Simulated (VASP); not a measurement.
VAu, 2 atoms in the cell. Symmetry: R-3m, No. 166, trigonal system. The conventional cell has a = 2.779 Å, b = 2.779 Å, c = 13.796 Å, α = 90.00°, β = 90.00°, γ = 120.00°. V (site symmetry -3m) has 6 V at 2.78 Å and 6 Au at 2.80 Å within 3.7 Å. Within 3.7 Å of Au (site symmetry -3m) lie 6 Au at 2.78 Å and 6 V at 2.80 Å. 

| Item | Value |
| --- | --- |
| Program | VASP 6.6.1 |
| Task | single point |
| Functional | PBEsol |
| Potentials or basis | VASP PAW PBE potentials, release 64 (V_sv, Au) |
| Cutoff | 520 eV |
| k mesh | 14 × 14 × 14 |
| Occupations | gaussian, width 0.05 eV |
| Spin | collinear spin |
| Starting moments | [0.05, 0.0] μB |
| Dipole correction | no |
| Further INCAR settings | ALGO = Normal; EDIFF = 1e-07; NBANDS = 23 |

Potentials or basis: VASP PAW PBE potentials, release 64 (V_sv, Au).

Command:

```console
$ cat potpaw_PBE.64/V_sv/POTCAR potpaw_PBE.64/Au/POTCAR > POTCAR
$ mpirun -np 1 vasp_std > vasp.out
```

Hardware: 1 thread of Intel Xeon 8259CL (shared host).

Q: How long does it take, and how much memory?

A: Run time: 15 min on 1 thread of Intel Xeon 8259CL, with other jobs on the host, peak memory 0.49 GiB. Counts: scf iterations 14, k points 288.
